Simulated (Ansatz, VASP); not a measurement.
# SnTe: VASP beside Ansatz

File POSCAR:

```
SnTe
1.0
    3.9812821877      0.0000000000      0.0000000000
    0.0000000000      3.9812821877      0.0000000000
    0.0000000000      0.0000000000      3.9812821877
Te Sn
1 1
Direct
    0.5000000000      0.5000000000      0.5000000000
    0.0000000000      0.0000000000      0.0000000000
```

The input INCAR.step1:

```
SYSTEM = SnTe
PREC = Accurate
ENCUT = 520
EDIFF = 1E-5
ISMEAR = -1
SIGMA = 0.05
LREAL = .FALSE.
LASPH = .TRUE.
NELM = 100
ALGO = Normal
ISIF = 2
LWAVE = .TRUE.
LCHARG = .FALSE.
GGA = PE
NBANDS = 17
```

INCAR.step2

```
SYSTEM = SnTe
PREC = Accurate
ENCUT = 520
EDIFF = 1E-7
ISMEAR = -1
SIGMA = 0.05
LREAL = .FALSE.
LASPH = .TRUE.
NELM = 100
ALGO = Normal
ISIF = 2
LWAVE = .FALSE.
LCHARG = .FALSE.
GGA = PE
LHFCALC = .TRUE.
HFSCREEN = 0.2079
PRECFOCK = Normal
ISTART = 1
NBANDS = 17
```

File KPOINTS:

```
Automatic mesh
0
G
  4 4 4
  0 0 0
```

The input input:

```
crystal:
  lattice:
    - [3.9812821877, 0.0, 0.0]
    - [0.0, 3.9812821877, 0.0]
    - [0.0, 0.0, 3.9812821877]
  atoms:
    - { symbol: Te, position: [0.5, 0.5, 0.5] }
    - { symbol: Sn, position: [0.0, 0.0, 0.0] }
hamiltonian:
  xc: hse06
  pseudopotentials: { kind: paw }
kpoints:
  mp_grid: { grid: [4, 4, 4] }
scf:
  occupations: { method: fermi_dirac, width: 0.05 }
output:
  forces: true
  stress: true
  eigenvalues: true
```

Alike in both runs: task single point; functional HSE06; k mesh 4 × 4 × 4; occupations fermi-dirac, width 0.05 eV; no spin polarisation.

```csv
,VASP,Ansatz
version,VASP 6.6.1,Ansatz 0.2.0
potentials or method,"VASP PAW PBE potentials, release 64 (Te, Sn_d)",Ansatz PAW
plane-wave cutoff (eV),520,420
valence electrons in the cell,20,30
```

Ansatz gave:

```
gap on the k mesh at the Fermi level (eV) : none
pressure (GPa)                            : -2.1
```

Q: Which values does VASP return?

A: gap on the k mesh at the Fermi level (eV): none; pressure (GPa): -2.3.

A gap of «none» marks a metal or a gap that the smearing closes. With one functional, cell and mesh, what is left measures potentials, basis and numerics. VASP's potentials hold 20 valence electrons a cell and Ansatz's 30, so a difference there can come from the potentials and not from the codes.

The k mesh is coarse, so the values compare programs but aren't converged. Spin-orbit coupling is off throughout.
